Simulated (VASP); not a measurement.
Write the native input for VASP 6.6.1 that does the following.

```
Task                   : single point
Functional             : r2SCAN
Potentials or basis    : VASP PAW PBE potentials, release 64 (Al, Cu)
Cutoff                 : 520 eV
k mesh                 : 10 × 10 × 6
Occupations            : gaussian, width 0.1 eV
Spin                   : no spin polarisation
Dipole correction      : no
Further INCAR settings : ALGO = Normal; EDIFF = 1e-07; NBANDS = 26
```

Al2Cu:

```
CELL_PARAMETERS angstrom
2.85274 2.85274 0.00000
-2.85274 2.85274 0.00000
0.00000 0.00000 5.84883
ATOMIC_POSITIONS crystal
Al 0.50000 0.00000 0.25000
Al 0.00000 0.50000 0.25000
Al 0.00000 0.50000 0.75000
Al 0.50000 0.00000 0.75000
Cu 0.00000 0.00000 0.50000
Cu 0.50000 0.50000 0.00000
```

This cell differs from its parent crystal: uniaxial strain along c: +2.0 %.

One way to write it, as run:

POSCAR

```
Al2Cu
1.0
    2.8527381346      2.8527381346      0.0000000000
   -2.8527381346      2.8527381346      0.0000000000
    0.0000000000      0.0000000000      5.8488299443
Al Cu
4 2
Direct
    0.5000000000      0.0000000000      0.2500000000
    0.0000000000      0.5000000000      0.2500000000
    0.0000000000      0.5000000000      0.7500000000
    0.5000000000      0.0000000000      0.7500000000
    0.0000000000      0.0000000000      0.5000000000
    0.5000000000      0.5000000000      0.0000000000
```

INCAR.step1

```
ALGO = Normal
EDIFF = 1E-4
ENCUT = 520
GGA = PE
ISMEAR = 0
LASPH = T
LCHARG = F
LREAL = F
LWAVE = T
NBANDS = 26
NELM = 100
PREC = Accurate
SIGMA = 0.1
```

INCAR.step2

```
ALGO = Normal
EDIFF = 1E-7
ENCUT = 520
ISIF = 2
ISMEAR = 0
ISTART = 1
LASPH = T
LCHARG = F
LMIXTAU = T
LREAL = F
LWAVE = F
METAGGA = R2SCAN
NBANDS = 26
NELM = 100
PREC = Accurate
SIGMA = 0.1
```

KPOINTS

```
k-points
0
Gamma
  10 10 6
```

Potentials or basis: VASP PAW PBE potentials, release 64 (Al, Cu).

Run with:

```sh
$ cat potpaw_PBE.64/Al/POTCAR potpaw_PBE.64/Cu/POTCAR > POTCAR
$ cp INCAR.step1 INCAR
$ mpirun -np 1 vasp_std > vasp.out
$ cp INCAR.step2 INCAR
$ mpirun -np 1 vasp_std > vasp.out
```

It gave:

The pressure is -1.1 GPa. The band gap on the k mesh is zero (bands 17 and 18 overlap by 4.45 eV).

Caveat: the cell differs from its parent crystal (uniaxial strain along c: +2.0 %); the PAW data sets were made with another functional, which shifts forces and pressure a little.

Wall time 25 min on 1 thread of Intel Xeon 8259CL (shared host), peak memory 0.33 GiB.
